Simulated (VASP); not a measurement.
# Sc8H in VASP: notebook

Sc8H is run at these levels: LDA; tasks: relaxation of the atoms, single point.

Program: VASP 6.6.1. These are calculated values, not measurements. Logs are shortened: lines on timing, memory, paths and dates and some standing lists are left out, and cuts for length are marked.

### Step 1. The cell of the first run

The cell holds a slab with vacuum, 9 atoms: a = 6.459 Å, b = 4.985 Å, c = 19.026 Å, α = 90.00°, β = 90.00°, γ = 90.00°.

### Step 2. Relaxation of the atoms, LDA

Input file INCAR:

```
PREC = Accurate
ENCUT = 450
EDIFF = 1E-7
ISMEAR = 0
SIGMA = 0.1
LREAL = F
LASPH = T
NELM = 120
ALGO = Normal
ISIF = 2
LWAVE = F
LCHARG = F
LDIPOL = T
IDIPOL = 3
DIPOL = 0.5 0.5 0.312
GGA = CA
IBRION = 2
NSW = 36
EDIFFG = -0.025
GGA_COMPAT = F
NELMIN = 4
NELMDL = -8
KPAR = 4
```

Input file KPOINTS:

```
Automatic mesh
0
Gamma
  4 6 1
```

Input file POSCAR:

```
Sc8H
1.0
    6.4591689165      0.0000000000      0.0000000000
    0.0000000000      4.9849552023      0.0000000000
    0.0000000000      0.0000000000     19.0264987477
Sc H
8 1
Selective dynamics
Direct
    0.0000000000      0.7500000000      0.2102331098  F F F
    0.5000000000      0.7500000000      0.2102331098  F F F
    0.2500000000      0.2500000000      0.2592332301  F F F
    0.7500000000      0.2500000000      0.2592332301  F F F
    0.2500000000      0.7500000000      0.3431453096  F F F
    0.7500000000      0.7500000000      0.3431453096  F F F
    0.0000000000      0.2500000000      0.3955798094  F F F
    0.5000000000      0.2500000000      0.3955798094  F F F
    0.0000000000      0.7500000000      0.3951216706  F F T
```

Potentials or basis: VASP PAW LDA potentials, release 64 (Sc_sv, H).

Started as:

```sh
cat potpaw_LDA.64/Sc_sv/POTCAR potpaw_LDA.64/H/POTCAR > POTCAR
mpirun -np 4 vasp_std > vasp.out
```

OUTCAR:

```text
PREC = Accurate
   ENCUT = 450
   EDIFF = 1E-7
   ISMEAR = 0
   LREAL = F
   LASPH = T
   NELM = 120
   ISIF = 2
   GGA = CA
   IBRION = 2
   NSW = 36
   EDIFFG = -0.025
   NELMIN = 4
   NELMDL = -8

 ion  position               nearest neighbor table
   1  0.000  0.750  0.210-   5 3.00   6 3.00   3 3.11   4 3.11   3 3.11   4 3.11   2 3.23   2 3.23

   2  0.500  0.750  0.210-   5 3.00   6 3.00   3 3.11   4 3.11   3 3.11   4 3.11   1 3.23   1 3.23

   3  0.250  0.250  0.259-   5 2.96   5 2.96   8 3.06   7 3.06   1 3.11   1 3.11   2 3.11   2 3.11
                             4 3.23   4 3.23
   4  0.750  0.250  0.259-   6 2.96   6 2.96   8 3.06   7 3.06   1 3.11   1 3.11   2 3.11   2 3.11
                             3 3.23   3 3.23
   5  0.250  0.750  0.343-   9 1.89   3 2.96   3 2.96   2 3.00   1 3.00   7 3.13   8 3.13   7 3.13
                             8 3.13   6 3.23   6 3.23
   6  0.750  0.750  0.343-   9 1.89   4 2.96   4 2.96   2 3.00   1 3.00   7 3.13   8 3.13   7 3.13
                             8 3.13   5 3.23   5 3.23
   7  0.000  0.250  0.396-   3 3.06   4 3.06   5 3.13   6 3.13   5 3.13   6 3.13   8 3.23   8 3.23

   8  0.500  0.250  0.396-   3 3.06   4 3.06   5 3.13   6 3.13   5 3.13   6 3.13   7 3.23   7 3.23

   9  0.000  0.750  0.395-   5 1.89   6 1.89

  LATTYP: Found a simple orthorhombic cell.
 ALAT       =     4.9849552023
 B/A-ratio  =     1.2957325902
 C/A-ratio  =     3.8167842991

  Lattice vectors:

 A1 = (   0.0000000000,  -4.9849552023,   0.0000000000)
 A2 = (   6.4591689165,   0.0000000000,   0.0000000000)
 A3 = (   0.0000000000,   0.0000000000,  19.0264987477)

Analysis of symmetry for initial positions (statically):
=====================================================================
 Subroutine PRICEL returns:
 Original cell was already a primitive cell.

 Routine SETGRP: Setting up the symmetry group for a
 simple orthorhombic supercell.

 Subroutine GETGRP returns: Found  4 space group operations
 (whereof  2 operations were pure point group operations)
 out of a pool of  8 trial point group operations.

The static configuration has the point symmetry C_1h.
 The point group associated with its full space group is C_2v.

Analysis of symmetry for dynamics (positions and initial velocities):
=====================================================================
 Subroutine PRICEL returns:
[... 160 lines left out ...]
  energy-cutoff  :      450.00
  volume of cell :      612.63
 maximum number of plane-waves:     13324
 NGX is ok and might be reduce to    48
   NGX = 23   NGY = 17   NGZ = 65

 dipolmoment           0.000000      0.000000      0.194110 electrons x Angstroem

--------------------------------------- Ionic step        1  -------------------------------------------

 number of electron      88.9999996 magnetization

 Free energy of the ion-electron system (eV)
  ---------------------------------------------------
  ext. energy  EPLUGINS =         0.00000000
  ---------------------------------------------------
  free energy    TOTEN  =       -52.85851899 eV

  energy without entropy =      -52.79907292  energy(sigma->0) =      -52.82879595

------------------------ aborting loop because EDIFF is reached ----------------------------------------

  FORCE on cell =-STRESS in cart. coord.  units (eV):
  Direction    XX          YY          ZZ          XY          YZ          ZX
  --------------------------------------------------------------------------------------
  -------------------------------------------------------------------------------------
  Total        1.0853741     -4.5013705      2.0095356      0.0000000      0.0000000      0.0000000
  in kB        2.8385286    -11.7722253      5.2554452      0.0000000      0.0000000      0.0000000
  external PRESSURE =      -1.2260838 kB  Pullay stress =       0.0000000 kB
[... 118 lines left out ...]
 number of electron      88.9999996 magnetization

------------------------ aborting loop because EDIFF is reached ----------------------------------------

 vacuum level on the upper side and lower side of the slab       (xc-potential included)        -0.296        -0.007

  FORCE on cell =-STRESS in cart. coord.  units (eV):
  Direction    XX          YY          ZZ          XY          YZ          ZX
  --------------------------------------------------------------------------------------
  -------------------------------------------------------------------------------------
  Total       -1.0901937     -4.6735789      0.4841844      0.0000000      0.0000000      0.0000000
  in kB       -2.8511331    -12.2225940      1.2662651      0.0000000      0.0000000      0.0000000
  external PRESSURE =      -4.6024873 kB  Pullay stress =       0.0000000 kB
[... 30 lines left out ...]
--------------------------------------- Ionic step        5  -------------------------------------------

 number of electron      88.9999996 magnetization

 dipolmoment           0.000000      0.000000     -0.054797 electrons x Angstroem

 Free energy of the ion-electron system (eV)
  ---------------------------------------------------
  ext. energy  EPLUGINS =         0.00000000
  ---------------------------------------------------
  free energy    TOTEN  =       -53.01305317 eV

  energy without entropy =      -52.95720589  energy(sigma->0) =      -52.98512953

 E-fermi :  -1.1367     XC(G=0):  -4.1652

 val. band max:       -1.1465074160   @ k =   0.5000   0.1667   0.0000
 cond. band min:      -1.1179853112   @ k =   0.0000   0.3333   0.0000
 fundamental gap:      0.0285221048
 Fermi energy:        -1.1367162802

 k-point     1 :       0.0000    0.0000    0.0000
  band No.  band energies     occupation
      1     -50.3213      2.00000
      2     -50.2268      2.00000
      3     -50.1392      2.00000
      4     -50.1083      2.00000
      5     -49.6438      2.00000
      6     -49.6244      2.00000
[... 661 lines left out ...]
     52      -0.5040      0.00000
     53      -0.3215      0.00000

------------------------ aborting loop because EDIFF is reached ----------------------------------------

 vacuum level on the upper side and lower side of the slab       (xc-potential included)        -0.263         0.031

  FORCE on cell =-STRESS in cart. coord.  units (eV):
  Direction    XX          YY          ZZ          XY          YZ          ZX
  --------------------------------------------------------------------------------------
  -------------------------------------------------------------------------------------
  Total       -0.7325356     -4.6355612      0.9594202      0.0000000      0.0000000      0.0000000
  in kB       -1.9157663    -12.1231679      2.5091271      0.0000000      0.0000000      0.0000000
  external PRESSURE =      -3.8432690 kB  Pullay stress =       0.0000000 kB
[... 24 lines left out ...]
  FREE ENERGIE OF THE ION-ELECTRON SYSTEM (eV)
  ---------------------------------------------------
  free  energy   TOTEN  =       -53.0130531654 eV

  energy  without entropy=      -52.9572058921  energy(sigma->0) =      -52.98512953

 reached required accuracy - stopping structural energy minimisation

 vacuum level on the upper side and lower side of the slab         2.113         2.417
```

OSZICAR:

```text
N       E                     dE             d eps       ncg     rms          rms(c)
DAV:   1     0.194190096245E+04    0.19419E+04   -0.34858E+04  1552   0.126E+03
DAV:   2     0.109472131051E+03   -0.18324E+04   -0.18166E+04  1976   0.724E+02
DAV:   3    -0.525026642866E+02   -0.16197E+03   -0.15904E+03  2088   0.360E+02
DAV:   4    -0.625135214469E+02   -0.10011E+02   -0.97065E+01  2104   0.777E+01
[... 103 lines left out ...]
DAV:  17    -0.530130522148E+02   -0.40694E-06   -0.35474E-08   904   0.101E-03    0.128E-04
DAV:  18    -0.530130525759E+02   -0.36115E-06   -0.28339E-08   904   0.771E-04    0.981E-05
DAV:  19    -0.530130529977E+02   -0.42176E-06   -0.52309E-08   952   0.725E-04    0.733E-05
DAV:  20    -0.530130531089E+02   -0.11118E-06   -0.11549E-08   856   0.607E-04    0.513E-05
DAV:  21    -0.530130531654E+02   -0.56511E-07   -0.77421E-09   840   0.475E-04
   5 F= -.53013053E+02 E0= -.52985130E+02  d E =-.154534E+00
```

Wall time 8.1 min (4 MPI ranks of Intel Xeon Platinum 8488C (Sapphire Rapids), shared host); peak memory 0.56 GiB.

What came out:

* Free energy: -53.0131 eV
* Energy gained by relaxing: 17.2 meV/atom
* Ionic steps: 5
* Band gap on the k mesh: zero (an odd number of electrons rules out a gap without spin polarisation)

Step by step:
| step | energy change (eV) | largest force on free atoms (eV/Å) | pressure (GPa) |
| --- | --- | --- | --- |
| 1 | 0.0000 | 0.9520 | -0.12 |
| 2 | -0.0406 | 0.8171 | -0.16 |
| 3 | -0.1251 | 0.4105 | -0.28 |
| 4 | -0.1324 | 0.3348 | -0.46 |
| 5 | -0.1545 | 0.0173 | -0.38 |

Final structure:
```cif
data_structure
_symmetry_space_group_name_H-M 'P 1'
_symmetry_Int_Tables_number 1
_cell_length_a 6.4592
_cell_length_b 4.9850
_cell_length_c 19.0265
_cell_angle_alpha 90.000
_cell_angle_beta 90.000
_cell_angle_gamma 90.000
_cell_volume 612.63
loop_
_atom_site_label
_atom_site_type_symbol
_atom_site_fract_x
_atom_site_fract_y
_atom_site_fract_z
_atom_site_occupancy
Sc1 Sc 0.00000 0.75000 0.21023 1
Sc2 Sc 0.50000 0.75000 0.21023 1
Sc3 Sc 0.25000 0.25000 0.25923 1
Sc4 Sc 0.75000 0.25000 0.25923 1
Sc5 Sc 0.25000 0.75000 0.34315 1
Sc6 Sc 0.75000 0.75000 0.34315 1
Sc7 Sc 0.00000 0.25000 0.39558 1
Sc8 Sc 0.50000 0.25000 0.39558 1
H1 H 0.00000 0.75000 0.41275 1
```

### Step 3. Single point, LDA

Input file INCAR:

```
SYSTEM = Sc8H
PREC     = Accurate       ! precision mode
ENCUT    = 520            ! plane-wave cutoff, eV
EDIFF    = 1E-7           ! SCF threshold, eV
ISMEAR   = 0              ! smearing method
SIGMA    = 0.1            ! smearing width, eV
LREAL    = .False.        ! projectors in reciprocal space
LASPH    = .True.         ! aspherical terms in the spheres
NELM     = 60             ! most SCF steps
ALGO     = Normal         ! electronic algorithm
ISIF     = 2              ! what is computed and relaxed
LWAVE    = .False.        ! write WAVECAR
LCHARG   = .True.         ! write CHGCAR
LDIPOL   = .True.       
IDIPOL   = 3            
DIPOL    = 0.5 0.5 0.323
LELF     = .True.         ! ELF
LVHAR    = .True.       
LVACPOTAV= .True.       
NBANDS   = 54             ! bands
```

Input file KPOINTS:

```
regular mesh
0
Gamma
  4 6 1
  0 0 0
```

Input file POSCAR:

```
Sc8H
1.0
    6.4591689165      0.0000000000      0.0000000000
    0.0000000000      4.9849552023      0.0000000000
    0.0000000000      0.0000000000     19.0264987477
Sc H
8 1
Direct
    0.0000000000      0.7500000000      0.2102331098
    0.5000000000      0.7500000000      0.2102331098
    0.2500000000      0.2500000000      0.2592332301
    0.7500000000      0.2500000000      0.2592332301
    0.2500000000      0.7500000000      0.3431453096
    0.7500000000      0.7500000000      0.3431453096
    0.0000000000      0.2500000000      0.3955798094
    0.5000000000      0.2500000000      0.3955798094
    0.0000000000      0.2500000000      0.4938648164
```

Potentials or basis: VASP PAW LDA potentials, release 64 (Sc_sv, H).

Started as:

```sh
cat potpaw_LDA.64/Sc_sv/POTCAR potpaw_LDA.64/H/POTCAR > POTCAR
mpirun -np 1 vasp_std > vasp.out
```

Run time: 11 min. Hardware: 1 thread of Intel Xeon 6975P-C (Granite Rapids), shared host; peak memory 0.62 GiB.

Results (log left out):

| Quantity | Value |
| --- | --- |
| Free energy | -51.5419 eV |
| Largest force | 0.244 eV/Å |
| Band gap on the k mesh | zero (an odd number of electrons rules out a gap without spin polarisation) |

Forces in eV/Å, atoms in the order of the input:
```
Sc   0.000  0.000 -0.081
Sc   0.000  0.000 -0.215
Sc   0.054  0.000  0.238
Sc  -0.054  0.000  0.238
Sc   0.173  0.000 -0.162
Sc  -0.173  0.000 -0.162
Sc   0.000  0.000 -0.091
Sc   0.000  0.000  0.204
H    0.000  0.000  0.030
```

Levels at points of the mesh, in eV from the Fermi level:
```tsv
k point	band 43	band 44	band 45	band 46	band 47	band 48
(0.00, 0.00, 0.00)	-0.36	-0.32	-0.21	0.01	0.18	0.58
(0.50, 0.00, 0.00)	-0.45	-0.19	-0.07	0.30	0.36	0.40
(0.00, 0.50, 0.00)	-0.01	0.00	0.01	0.52	0.58	0.59
(0.50, 0.50, 0.00)	-0.22	-0.20	-0.16	0.56	0.57	0.61
```

The gap in the log of VASP goes by the Fermi energy; the results here count the filled bands.